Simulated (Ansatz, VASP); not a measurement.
# Two plane-wave programs on W2Cl3

```
W Cl
1.0
     3.54783    0.00000    0.00000
    -1.77391    3.07251    0.00000
     0.00000    0.00000   11.35304
W Cl
2 3
Direct
  0.00000 0.00000 0.00000
  0.00000 0.00000 0.50000
  0.33333 0.66667 0.12000
  0.33333 0.66667 0.62000
  0.66667 0.33333 0.38000
```

Change from the starting cell: ordered vacancies on the anion sites of cadmium iodide (P3m1, No. 156).

Alike in both runs: task relaxation of cell and atoms; functional PBE; k mesh 6 × 6 × 2; occupations gaussian, width 0.1 eV; no spin polarisation.

|  | VASP | Ansatz |
| --- | --- | --- |
| version | VASP 6.6.1 | Ansatz 0.2.0 |
| potentials or method | VASP PAW PBE potentials, release 64 (W_sv, Cl), cutoff 600 eV | scalar-relativistic, plane waves, PAW |
| valence electrons in the cell | 49 | 49 |

Ansatz gave:

| Quantity | Value |
| --- | --- |
| gap on the k mesh at the Fermi level, each at its own relaxed structure (eV) | none |
| relaxed volume (Å³/atom) | 20.89 |
| relaxed length of the cell vector where the two differ most in proportion (Å) | 13.111 |

Task: Estimate VASP's values.

Result: gap on the k mesh at the Fermi level, each at its own relaxed structure (eV): none; relaxed volume (Å³/atom): 21.95; relaxed length of the cell vector where the two differ most in proportion (Å): 13.834.

A gap of «none» marks a metal or a gap that the smearing closes. One of these differences is far larger than is usual between the two programs; its cause wasn't traced.

Neither program's run includes spin-orbit coupling.
